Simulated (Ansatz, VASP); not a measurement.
# Rb2O3 in VASP and in Ansatz

```
Rb O
1.0
    -4.43835    4.43835    4.43835
     4.43835   -4.43835    4.43835
     4.43835    4.43835   -4.43835
Rb O
8 12
Direct
  0.89316 0.89316 0.89316
  0.10684 0.50000 0.00000
  0.50000 0.00000 0.60684
  0.00000 0.10684 0.50000
  0.60684 0.50000 0.00000
  0.39316 0.39316 0.39316
  0.00000 0.60684 0.50000
  0.50000 0.00000 0.10684
  0.25000 0.20184 0.95184
  0.79816 0.25000 0.04816
  0.75000 0.29816 0.54816
  0.70184 0.75000 0.45184
  0.95184 0.25000 0.20184
  0.04816 0.79816 0.25000
  0.54816 0.75000 0.29816
  0.45184 0.70184 0.75000
  0.75000 0.45184 0.70184
  0.20184 0.95184 0.25000
  0.25000 0.04816 0.79816
  0.29816 0.54816 0.75000
```

Alike in both runs: functional LDA; k mesh 6 × 6 × 6; occupations gaussian, width 0.1 eV; no spin polarisation.

Ansatz relaxed the structure, and its values are those at the end. VASP's run is a single point on that final structure, the one shown.

|  | VASP | Ansatz |
| --- | --- | --- |
| version | VASP 6.6.1 | Ansatz 0.2.0 |
| potentials or method | VASP PAW LDA potentials, release 64 (Rb_sv, O), cutoff 520 eV | scalar-relativistic, plane waves, PAW |
| valence electrons in the cell | 144 | 144 |

VASP gave:

- gap on the k mesh at the Fermi level (eV): none
- pressure (GPa): 0.7
- rms of the force components (eV/Å): 0.227

Estimate Ansatz's values.

gap on the k mesh at the Fermi level (eV): none; pressure (GPa): 0.0; rms of the force components (eV/Å): 0.000.

LDA's correlation is that of Perdew and Zunger in VASP and of Perdew and Wang (1992) in Ansatz. A gap of «none» marks a metal or a gap that the smearing closes. One of these differences is far larger than is usual between the two programs; its cause wasn't traced.
